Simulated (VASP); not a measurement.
# TaC (Fm-3m) in VASP: single point with PBE

Aim: the single point of TaC with PBE.

All numbers are computed with VASP 6.6.1; they aren't measurements. Logs are shortened: lines on timing, memory, paths and dates and some standing lists are left out, and cuts for length are marked.

## (1) The cell of the first run

The structure is cubic, space group Fm-3m (No. 225). Conventional cell: a = 4.446 Å, b = 4.446 Å, c = 4.446 Å, α = 90.00°, β = 90.00°, γ = 90.00°. Ta (site symmetry m-3m) has 6 C at 2.22 Å within 2.9 Å. C (site symmetry m-3m) has 6 Ta at 2.22 Å within 2.9 Å.

## (2) Single point, PBE

INCAR reads:

```
SYSTEM = TaC
ALGO     = Normal         ! electronic algorithm
EDIFF    = 1E-6           ! SCF threshold, eV
ENCUT    = 600            ! plane-wave cutoff, eV
GGA      = PE             ! functional
GGA_COMPAT= .FALSE.      
ISIF     = 2              ! what is computed and relaxed
ISMEAR   = 0              ! smearing method
LASPH    = .TRUE.         ! aspherical terms in the spheres
LCHARG   = .TRUE.         ! write CHGCAR
LELF     = .TRUE.         ! ELF
LREAL    = .FALSE.        ! projectors in reciprocal space
LVHAR    = .TRUE.       
LWAVE    = .FALSE.        ! write WAVECAR
NBANDS   = 14             ! bands
NELM     = 120            ! most SCF steps
PREC     = Accurate       ! precision mode
SIGMA    = 0.1            ! smearing width, eV
```

KPOINTS reads:

```
k-points
0
G
  10 10 10
  0 0 0
```

POSCAR reads:

```
TaC
1.0
    0.0000000000      2.2230000000      2.2230000000
    2.2230000000      0.0000000000      2.2230000000
    2.2230000000      2.2230000000      0.0000000000
Ta C
1 1
Direct
    0.0000000000      0.0000000000      0.0000000000
    0.5000000000      0.5000000000      0.5000000000
```

Potentials or basis: VASP PAW PBE potentials, release 64 (Ta_pv, C).

On the command line:

```bash
cat potpaw_PBE.64/Ta_pv/POTCAR potpaw_PBE.64/C/POTCAR > POTCAR
mpirun -np 1 vasp_std > vasp.out
```

OUTCAR:

```text
SYSTEM = TaC
   EDIFF = 1E-6
   ENCUT = 600
   GGA = PE
   ISIF = 2
   ISMEAR = 0
   LASPH = .TRUE.
   LREAL = .FALSE.
   NELM = 120
   PREC = Accurate

 ion  position               nearest neighbor table
   1  0.000  0.000  0.000-   2 2.22   2 2.22   2 2.22   2 2.22   2 2.22   2 2.22
   2  0.500  0.500  0.500-   1 2.22   1 2.22   1 2.22   1 2.22   1 2.22   1 2.22

  LATTYP: Found a face centered cubic cell.
 ALAT       =     4.4460000000

  Lattice vectors:

 A1 = (   0.0000000000,   2.2230000000,   2.2230000000)
 A2 = (   2.2230000000,   0.0000000000,   2.2230000000)
 A3 = (   2.2230000000,   2.2230000000,   0.0000000000)

Analysis of symmetry for initial positions (statically):
=====================================================================
 Subroutine PRICEL returns:
 Original cell was already a primitive cell.

 Routine SETGRP: Setting up the symmetry group for a
 face centered cubic supercell.

 Subroutine GETGRP returns: Found 48 space group operations
[... 9 lines left out ...]

 Routine SETGRP: Setting up the symmetry group for a
 face centered cubic supercell.

 Subroutine GETGRP returns: Found 48 space group operations
[... 11 lines left out ...]
                                     Primitive cell

  volume of cell :      21.9709

  direct lattice vectors                    reciprocal lattice vectors
     0.000000000  2.223000000  2.223000000    -0.224921278  0.224921278  0.224921278
     2.223000000  0.000000000  2.223000000     0.224921278 -0.224921278  0.224921278
     2.223000000  2.223000000  0.000000000     0.224921278  0.224921278 -0.224921278

  length of vectors
     3.143796749  3.143796749  3.143796749     0.389575080  0.389575080  0.389575080

  position of ions in fractional coordinates (direct lattice)
     0.000000000  0.000000000  0.000000000
     0.500000000  0.500000000  0.500000000

  ion indices of the primitive-cell ions
   primitive index   ion index
                 1           1
                 2           2

----------------------------------------------------------------------------------------

 KPOINTS: k-points

Automatic generation of k-mesh.
 Grid dimensions read from file:
 generate k-points for:   10   10   10

 Generating k-lattice:

  Cartesian coordinates                     Fractional coordinates (reciprocal lattice)
    -0.022492128  0.022492128  0.022492128     0.100000000  0.000000000  0.000000000
     0.022492128 -0.022492128  0.022492128     0.000000000  0.100000000  0.000000000
     0.022492128  0.022492128 -0.022492128     0.000000000  0.000000000  0.100000000

  Length of vectors
     0.038957508  0.038957508  0.038957508

  Shift w.r.t. Gamma in fractional coordinates (k-lattice)
     0.000000000  0.000000000  0.000000000

 Subroutine IBZKPT returns following result:
 ===========================================

 Found     47 irreducible k-points:

 Following reciprocal coordinates:
            Coordinates               Weight
  0.000000  0.000000  0.000000      1.000000
  0.100000  0.000000  0.000000      8.000000
  0.200000  0.000000  0.000000      8.000000
  0.300000  0.000000  0.000000      8.000000
  0.400000  0.000000  0.000000      8.000000
  0.500000  0.000000  0.000000      4.000000
[... 16 lines left out ...]
  0.300000  0.300000  0.000000      6.000000
  0.400000  0.300000  0.000000     24.000000
 [... further k-points ...]
   k-points           NKPTS =     47   k-points in BZ     NKDIM =     47   number of bands    NBANDS=     14
   number of dos      NEDOS =    301   number of ions     NIONS =      2
   total plane-waves  NPLWV =  21952
   dimension x,y,z NGX =    28 NGY =   28 NGZ =   28
   dimension x,y,z NGXF=    56 NGYF=   56 NGZF=   56
   ions per type =               1   1
   NGX,Y,Z   is equivalent  to a cutoff of  14.81, 14.81, 14.81 a.u.
   NGXF,Y,Z  is equivalent  to a cutoff of  29.61, 29.61, 29.61 a.u.
 SYSTEM =  TaC
   PREC   = accura    normal or accurate (medium, high low for compatibility)
   ISTART =      0    job   : 0-new  1-cont  2-samecut
   ICHARG =      2    charge: 1-file 2-atom 10-const
   ISPIN  =      1    spin polarized calculation?
   LNONCOLLINEAR =      F non collinear calculations
   LSORBIT =      F    spin-orbit coupling
   LASPH  =      T    aspherical Exc in radial PAW
   ENCUT  =  600.0 eV  44.10 Ry    6.64 a.u.   6.28  6.28  6.28*2*pi/ulx,y,z
   NELM   =    120;   NELMIN=  2; NELMDL= -5     # of ELM steps
   EDIFF  = 0.1E-05   stopping-criterion for ELM
   LREAL  =      F    real-space projection
   EDIFFG = 0.1E-04   stopping-criterion for IOM
   NSW    =      0    number of steps for IOM
   IBRION =     -1    ionic relax: 0-MD 1-quasi-New 2-CG
   NFREE  =      0    steps in history (QN), initial steepest desc. (CG)
   ISIF   =      2    stress and relaxation
   ISYM   =      2    0-nonsym 1-usesym 2-fastsym
   POTIM  = 0.5000    time-step for ionic-motion
   TEBEG  =    0.0;   TEEND  =   0.0 temperature during run
   PSTRESS=    0.0 pullay stress
   NELECT =      15.0000    total number of electrons
   NUPDOWN=      -1.0000    fix difference up-down
   EMIN   =  10.00;   EMAX   =-10.00  energy-range for DOS
   EFERMI =   0.00;   METHOD = LEGACY
   ISMEAR =     0;   SIGMA  =   0.10  broadening in eV -4-tet -1-fermi 0-gaus
   EFERMI_NEDOS =   21; number of points for ismear=-14 and -15
   IALGO  =     38    algorithm
   IMIX   =      4    mixing-type and parameters
     AMIX     =   0.40;   BMIX     =  1.00
     AMIX_MAG =   1.60;   BMIX_MAG =  1.00
  volume/ion in A,a.u.               =      10.99        74.13
  Fermi-wavevector in a.u.,A,eV,Ry     =   1.441526  2.724089 28.272865  2.077997
  Thomas-Fermi vector in A             =   2.560148
   LORBIT       =      0    0 simple, 1 ext, 2 COOP (PROOUT), +10 PAW based schemes
   GGA     = PE    functional components
   LHFCALC =     F    Hartree Fock is set to
   AEXX    =    0.0000 exact exchange contribution
   IVDW    =     0    specifies the selected vdW correction
   LEPSILON=     F    determine dielectric tensor
   LRPA    =     F    only Hartree local field effects (RPA)
 non-spin polarized calculation
 Gauss-broadening in eV      SIGMA  =   0.10
  energy-cutoff  :      600.00
  volume of cell :       21.97
 maximum number of plane-waves:       754
 NGX is ok and might be reduce to    28
   NGX = 13   NGY = 13   NGZ = 13

 number of electron      14.9999999 magnetization

 Free energy of the ion-electron system (eV)
  ---------------------------------------------------
  ext. energy  EPLUGINS =         0.00000000
  ---------------------------------------------------
  free energy    TOTEN  =       -22.20370697 eV

  energy without entropy =      -22.20256470  energy(sigma->0) =      -22.20313583

 E-fermi :   8.4007     XC(G=0): -13.2351

 val. band max:        8.3721978790   @ k =   0.2000   0.0000   0.0000
 cond. band min:       8.5746049724   @ k =  -0.4000   0.3000   0.0000
 fundamental gap:      0.2024070933
 Fermi energy:         8.4006696094

 k-point     1 :       0.0000    0.0000    0.0000
  band No.  band energies     occupation
      1     -26.5868      2.00000
      2     -26.5868      2.00000
      3     -26.5868      2.00000
      4      -6.4057      2.00000
      5       7.1161      2.00000
      6       7.1161      2.00000
      7       7.1161      2.00000
      8       7.9718      2.00000
      9       7.9718      2.00000
     10       7.9718      2.00000
     11       9.1229      0.00000
     12       9.1229      0.00000
     13      15.1069      0.00000
     14      18.5169      0.00000

 k-point     2 :       0.1000    0.0000    0.0000
  band No.  band energies     occupation
      1     -26.6609      2.00000
      2     -26.5943      2.00000
      3     -26.5943      2.00000
      4      -6.1227      2.00000
      5       5.9056      2.00000
      6       6.3505      2.00000
      7       6.3505      2.00000
      8       7.6646      2.00000
      9       7.6646      2.00000
     10       8.6094      0.00316
     11      10.7593      0.00000
     12      10.7593      0.00000
     13      15.6335      0.00000
     14      19.2217      0.00000

 k-point     3 :       0.2000    0.0000    0.0000
  band No.  band energies     occupation
      1     -26.8500      2.00000
      2     -26.6136      2.00000
      3     -26.6136      2.00000
      4      -5.3293      2.00000
      5       4.1070      2.00000
      6       4.9269      2.00000
      7       4.9269      2.00000
      8       8.3722      1.31280
      9       8.3722      1.31280
     10       9.1845      0.00000
     11      13.0898      0.00000
     12      13.0898      0.00000
     13      16.7196      0.00000
     14      20.8411      0.00000

 k-point     4 :       0.3000    0.0000    0.0000
  band No.  band energies     occupation
      1     -27.0751      2.00000
      2     -26.6373      2.00000
      3     -26.6373      2.00000
      4      -4.1703      2.00000
      5       2.3149      2.00000
      6       3.8362      2.00000
      7       3.8362      2.00000
      8       9.4867      0.00000
      9       9.4867      0.00000
     10       9.8998      0.00000
     11      15.4572      0.00000
     12      15.4572      0.00000
     13      17.0133      0.00000
     14      21.4451      0.00000

 k-point     5 :       0.4000    0.0000    0.0000
  band No.  band energies     occupation
      1     -27.2508      2.00000
      2     -26.6564      2.00000
      3     -26.6564      2.00000
      4      -2.8446      2.00000
      5       0.6863      2.00000
      6       3.1660      2.00000
      7       3.1660      2.00000
      8      10.6549      0.00000
      9      10.6549      0.00000
     10      11.0531      0.00000
     11      15.4200      0.00000
[... 276 lines left out ...]
 k-point    22 :      -0.2000    0.2000    0.0000
  band No.  band energies     occupation
      1     -27.0347      2.00000
      2     -26.7819      2.00000
      3     -26.6297      2.00000
      4      -3.9382      2.00000
      5       2.0981      2.00000
      6       3.6232      2.00000
      7       3.9771      2.00000
      8       8.7565      0.00000
      9      10.7954      0.00000
     10      11.0884      0.00000
     11      12.5322      0.00000
     12      17.3072      0.00000
     13      17.4172      0.00000
     14      21.4644      0.00000

 k-point    23 :       0.3000    0.3000    0.0000
  band No.  band energies     occupation
      1     -27.0286      2.00000
      2     -26.7543      2.00000
      3     -26.7543      2.00000
      4      -4.3262      2.00000
      5       2.2794      2.00000
      6       4.7465      2.00000
      7       6.1118      2.00000
      8       6.1118      2.00000
      9      10.3265      0.00000
     10      12.2640      0.00000
     11      12.2640      0.00000
     12      14.7997      0.00000
     13      20.0730      0.00000
     14      21.4317      0.00000

 k-point    24 :       0.4000    0.3000    0.0000
  band No.  band energies     occupation
      1     -27.1208      2.00000
      2     -26.8035      2.00000
      3     -26.7812      2.00000
      4      -4.0382      2.00000
      5       2.4123      2.00000
      6       4.0915      2.00000
      7       5.7382      2.00000
      8       6.6092      2.00000
      9      11.2300      0.00000
     10      12.5101      0.00000
     11      12.7330      0.00000
     12      15.7559      0.00000
     13      18.8785      0.00000
     14      20.5947      0.00000

 [... further k-points ...]
[... 5 lines left out ...]
  --------------------------------------------------------------------------------------
  -------------------------------------------------------------------------------------
  Total        0.9931186      0.9931186      0.9931186      0.0000000      0.0000000      0.0000000
  in kB       72.4207983     72.4207983     72.4207983      0.0000000      0.0000000      0.0000000
  external PRESSURE =      72.4207983 kB  Pullay stress =       0.0000000 kB

 VOLUME and BASIS-vectors are now :
 -----------------------------------------------------------------------------
  energy-cutoff  :      600.00
  volume of cell :       21.97
      direct lattice vectors                 reciprocal lattice vectors
     0.000000000  2.223000000  2.223000000    -0.224921278  0.224921278  0.224921278
     2.223000000  0.000000000  2.223000000     0.224921278 -0.224921278  0.224921278
     2.223000000  2.223000000  0.000000000     0.224921278  0.224921278 -0.224921278

 POSITION                                       TOTAL-FORCE (eV/Angst)
 -----------------------------------------------------------------------------------
      0.00000      0.00000      0.00000         0.000000      0.000000     -0.000000
      2.22300      2.22300      2.22300        -0.000000     -0.000000      0.000000
 -----------------------------------------------------------------------------------
    total drift:                                0.000000      0.000000      0.000000

  FREE ENERGIE OF THE ION-ELECTRON SYSTEM (eV)
  ---------------------------------------------------
  free  energy   TOTEN  =       -22.2037069722 eV

  energy  without entropy=      -22.2025646975  energy(sigma->0) =      -22.20313583
```

It took 21 s on 1 thread of AMD EPYC 9R45 (Zen 5), shared host; peak memory 0.14 GiB.

What came out:

| Property | Result |
| --- | --- |
| Free energy | -22.2037 eV |
| Pressure | 7.2 GPa |

Caveat: spin-orbit coupling is left out, which moves the levels of the heavy elements.
